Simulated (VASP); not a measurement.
## YbBi: relaxation of cell and atoms with PBE

YbBi:

```
Bi Yb
1.0
     0.00000    4.59478    0.00000
     4.59478    0.00000    0.00000
     2.29739    2.29739   -5.27713
Bi Yb
2 2
Cartesian
  2.2974 2.2974 0.0000
  4.5948 2.2974 -2.6386
  0.0000 0.0000 0.0000
  2.2974 4.5948 -2.6386
```

```yaml
Program: VASP 6.6.1
Task: relaxation of cell and atoms
Functional: PBE
Potentials_or_basis: VASP PAW PBE potentials, release 64 (Bi_d, Yb)
Cutoff: 600 eV
k_mesh: 4 × 4 × 4
Occupations: fermi-dirac, width 0.1 eV
Spin: collinear spin, zero start
Starting_moments: "[0.0, 0.0, 0.0, 0.0] μB"
Dipole_correction: no
Further_INCAR_settings: ALGO = Normal; EDIFF = 1e-07; IBRION = 2; EDIFFG = -0.02; NSW = 60; ISIF = 3
```

| Item | Value |
| --- | --- |
| Relaxed volume | 29.82 Å³/atom |
| Relaxed cell | a = 4.565 Å, b = 4.565 Å, c = 6.572 Å, α = 69.68°, β = 69.68°, γ = 90.00° |
| Space group after relaxing (to 0.1 Å) | I4_1/amd (No. 141) |
| Energy gained by relaxing | 44.5 meV/atom |
| Ionic steps | 6 |
| Pressure after relaxing | 0.1 GPa |
| Band gap on the k mesh | zero (filled and empty bands overlap) |
| Net moment | 0.00 μB per cell |
| Valence electrons inside the program's atomic spheres | Bi 12.92; Yb 22.09 |

The path:
| step | energy change (eV) | largest force (eV/Å) | pressure (GPa) | volume (Å³) |
| --- | --- | --- | --- | --- |
| 1 | 0.0000 | 0.0000 | 3.01 | 111.41 |
| 2 | -0.1478 | 0.0000 | -0.41 | 119.98 |
| 3 | -0.1449 | 0.0000 | -1.99 | 123.82 |
| 4 | -0.1509 | 0.0000 | -1.02 | 121.40 |
| 5 | -0.1779 | 0.0000 | -0.07 | 119.48 |
| 6 | -0.1781 | 0.0000 | 0.06 | 119.28 |

Final structure:
```
Bi Yb
1.0
     0.00000    4.56453    0.00000
     4.56453    0.00000    0.00000
     2.28226    2.28226   -5.72486
Bi Yb
2 2
Direct
  0.50000 0.50000 0.00000
  0.25000 0.75000 0.50000
  0.00000 0.00000 0.00000
  0.75000 0.25000 0.50000
```

Levels at points of the mesh, in eV from the Fermi level:
Spin up:
| k point | band 37 | band 38 | band 39 | band 40 | band 41 | band 42 |
| --- | --- | --- | --- | --- | --- | --- |
| (0.00, 0.00, 0.00) | -0.25 | -0.17 | -0.17 | 0.00 | 0.19 | 0.72 |
| (0.50, 0.00, 0.00) | -0.46 | -0.45 | -0.44 | 0.33 | 2.07 | 2.11 |
| (0.50, 0.50, 0.00) | -0.46 | -0.46 | -0.14 | -0.14 | 0.91 | 0.91 |
| (0.00, 0.00, 0.50) | -0.33 | -0.33 | 0.87 | 0.87 | 1.36 | 1.36 |
Spin down:
```csv
k point,band 37,band 38,band 39,band 40,band 41,band 42
"(0.00, 0.00, 0.00)",-0.25,-0.17,-0.17,0.00,0.19,0.72
"(0.50, 0.00, 0.00)",-0.46,-0.45,-0.44,0.33,2.07,2.11
"(0.50, 0.50, 0.00)",-0.46,-0.46,-0.14,-0.14,0.91,0.91
"(0.00, 0.00, 0.50)",-0.33,-0.33,0.87,0.87,1.36,1.36
```

Wall time 59 min on 1 thread of Intel(R) Xeon(R) Platinum 8488C (Sapphire Rapids), on a shared host, peak memory 0.45 GiB.

Caveat: the k points lie up to 0.37 Å⁻¹ apart in the final cell, too coarse for converged energies and pressures of a metal; spin-orbit coupling is left out, which moves the levels of the heavy elements.
